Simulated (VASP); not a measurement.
Input of a VASP 6.6.1 run:

Contents of INCAR:

```
PREC = Accurate
ENCUT = 630
EDIFF = 1E-7
ISMEAR = 0
SIGMA = 0.1
LREAL = F
LASPH = T
NELM = 120
ALGO = Normal
ISIF = 3
LWAVE = F
LCHARG = F
GGA = PE
IBRION = 2
NSW = 90
EDIFFG = -0.04
GGA_COMPAT = F
NELMIN = 4
```

The input KPOINTS:

```
regular mesh
0
Gamma
  6 6 4
```

POSCAR

```
AgB2Au
1.0
    3.1646095000      0.0000000000      0.0000000000
    0.0000000000      3.2728814400      0.0000000000
    0.0000000000      0.0000000000      5.6742851500
Ag B Au
1 2 1
Direct
    0.5000000000      0.0000000000      0.0000000000
    0.0000000000      0.0000000000      0.6611347800
    0.0000000000      0.0000000000      0.3388652200
    0.5000000000      0.0000000000      0.5000000000
```

Potentials or basis: VASP PAW PBE potentials, release 64 (Ag_sv_GW, B, Au_sv_GW).

Run with:

```sh
$ cat potpaw_PBE.64/Ag_sv_GW/POTCAR potpaw_PBE.64/B/POTCAR potpaw_PBE.64/Au_sv_GW/POTCAR > POTCAR
$ mpirun -np 1 vasp_std > vasp.out
```

What does it give for the band gap on the k mesh?

Zero (bands 22 and 23 overlap by 1.85 eV).

What does it give for the relaxed volume?

16.79 Å³/atom.

Estimate the relaxed cell.

a = 3.808 Å, b = 3.347 Å, c = 5.268 Å, α = 90.00°, β = 90.00°, γ = 90.00°.

What does it give for the space group after relaxing (to 0.1 Å)?

Pmmm (No. 47).

Stress tensor (GPa, compression positive):
```
-0.21  0.00  0.00
 0.00  0.36  0.00
 0.00  0.00 -0.33
```

Caveat: a cell axis changed by over 15 % at a fixed basis, so the end point is rough; spin-orbit coupling is left out, which moves the levels of the heavy elements.
